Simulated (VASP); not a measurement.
## Na: single point with PBE

Crystal: Na.

```xyz
2
Lattice="3.7670 0.0000 0.0000 -1.8835 3.2623 0.0000 0.0000 0.0000 5.9694" Properties=species:S:1:pos:R:3 pbc="T T T"
Na    0.0000    2.1749    1.4923
Na    1.8835    1.0874    4.4770
```

This cell differs from its parent crystal: zz strain of -3 %.

* Program: VASP 6.6.1
* Task: single point
* Functional: PBE
* Potentials or basis: VASP PAW PBE potentials, release 64 (Na_pv)
* Cutoff: 520 eV
* k mesh: 13 × 13 × 7
* Occupations: fermi-dirac, width 0.05 eV
* Spin: no spin polarisation
* Dipole correction: no
* Further INCAR settings: ALGO = Normal; EDIFF = 1e-07; NBANDS = 14

```
Pressure               : 0.1 GPa
Band gap on the k mesh : zero (band 7 reaches 1.76 eV, above the bottom of band 8 at -1.53 eV)
```

Stress tensor (GPa, compression positive):
```
-0.03  0.00  0.00
 0.00 -0.03  0.00
 0.00  0.00  0.33
```

Levels at points of the mesh, in eV from the Fermi level:
```tsv
k point	band 5	band 6	band 7	band 8	band 9	band 10
(0.00, 0.00, 0.00)	-24.88	-24.88	-3.30	0.70	1.16	9.80
```

Wall time 32 s on 1 thread of Intel(R) Xeon(R) 6975P-C (Granite Rapids) (shared host), peak memory 0.2 GiB.

Caveat: the cell differs from its parent crystal (zz strain of -3 %).
